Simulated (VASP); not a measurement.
# Sr (Fm-3m) in VASP: further runs, part 3 of 3

VASP 6.6.1.

## (6) Relaxation of cell and atoms, PBEsol, target pressure 36 GPa, at which the enthalpy is minimised

Input file INCAR:

```
PREC = Accurate
ENCUT = 600
EDIFF = 1E-6
ISMEAR = -1
SIGMA = 0.08
LREAL = F
LASPH = T
NELM = 80
ALGO = Normal
ISIF = 3
LWAVE = F
LCHARG = F
GGA = PS
IBRION = 2
NSW = 32
EDIFFG = -0.005
PSTRESS = 360.0
```

Input file KPOINTS:

```
regular mesh
0
Gamma
  15 15 15
```

Input file POSCAR:

```
Sr
1.0
    0.0000000000      2.2098989536      2.2098989536
    2.2098989536      0.0000000000      2.2098989536
    2.2098989536      2.2098989536      0.0000000000
Sr
1
Direct
    0.0000000000      0.0000000000      0.0000000000
```

Potentials or basis: VASP PAW PBE potentials, release 64 (Sr_sv).

Started as:

```console
$ cat potpaw_PBE.64/Sr_sv/POTCAR > POTCAR
$ mpirun -np 1 vasp_std > vasp.out
```

Wall time 62 s (1 thread of Intel Xeon Platinum 8488C (Sapphire Rapids), shared host); peak memory 0.19 GiB.

It converged, with:

```
Free energy                                            : 0.1236 eV
Relaxed volume                                         : 21.75 Å³/atom
Relaxed cell                                           : a = 3.133 Å, b = 3.133 Å, c = 3.133 Å, α = 60.00°, β = 60.00°, γ = 60.00°
Space group after relaxing (to 0.05 Å)                 : Fm-3m (No. 225)
Energy change on relaxing (the enthalpy is what falls) : -37.8 meV/atom
Ionic steps                                            : 3
Pressure after relaxing                                : 36.0 GPa
Band gap on the k mesh                                 : zero (band 5 reaches 6.40 eV, above the bottom of band 6 at 4.59 eV)
```

The path:
| step | energy change (eV) | largest force (eV/Å) | pressure (GPa) | volume (Å³) |
| --- | --- | --- | --- | --- |
| 1 | 0.0000 | 0.0000 | 36.72 | 21.58 |
| 2 | -0.0685 | 0.0000 | 35.44 | 21.89 |
| 3 | -0.0378 | 0.0000 | 36.00 | 21.75 |

Final structure:
```cif
data_structure
_symmetry_space_group_name_H-M 'P 1'
_symmetry_Int_Tables_number 1
_cell_length_a 3.1333
_cell_length_b 3.1333
_cell_length_c 3.1333
_cell_angle_alpha 60.000
_cell_angle_beta 60.000
_cell_angle_gamma 60.000
_cell_volume 21.75
loop_
_atom_site_label
_atom_site_type_symbol
_atom_site_fract_x
_atom_site_fract_y
_atom_site_fract_z
_atom_site_occupancy
Sr1 Sr 0.00000 0.00000 0.00000 1
```

Levels at points of the mesh, in eV from the Fermi level:
```csv
k point,band 1,band 2,band 3,band 4,band 5,band 6,band 7,band 8,band 9
"(0.00, 0.00, 0.00)",-35.70,-16.13,-16.13,-16.13,-3.58,3.34,3.34,3.34,7.14
```

Caveat: the cell is relaxed towards a set pressure, so the enthalpy falls and the energy may rise; the PAW data sets were made with another functional, which shifts forces and pressure a little.

## (7) Overview

| task | cell | k mesh | cutoff (eV) | gap on the mesh (eV) | pressure (GPa) |
| --- | --- | --- | --- | --- | --- |
| single point | a = 3.125 Å, angles 60.0°, 1 atom | 15 × 15 × 15 | 520 | none | 36.7 |
| single point | a = 4.196 Å, angles 60.0°, 1 atom | 12 × 12 × 12 | 520 | none | 0.0 |
| relaxation of cell and atoms | relaxed to 36 GPa from a = 3.125 Å, angles 60.0°, 1 atom | 15 × 15 × 15 | 600 | none | 36.0 |

Alike in all rows: level PBEsol; potentials or basis VASP PAW PBE potentials, release 64 (Sr_sv); no spin polarisation; smearing fermi-dirac 0.08 eV.

Caveats: the PAW data sets were made with another functional, which shifts forces and pressure a little; the cell is relaxed towards a set pressure, so the enthalpy falls and the energy may rise (some runs).

Absolute energies hang on the potentials; compare differences alone.
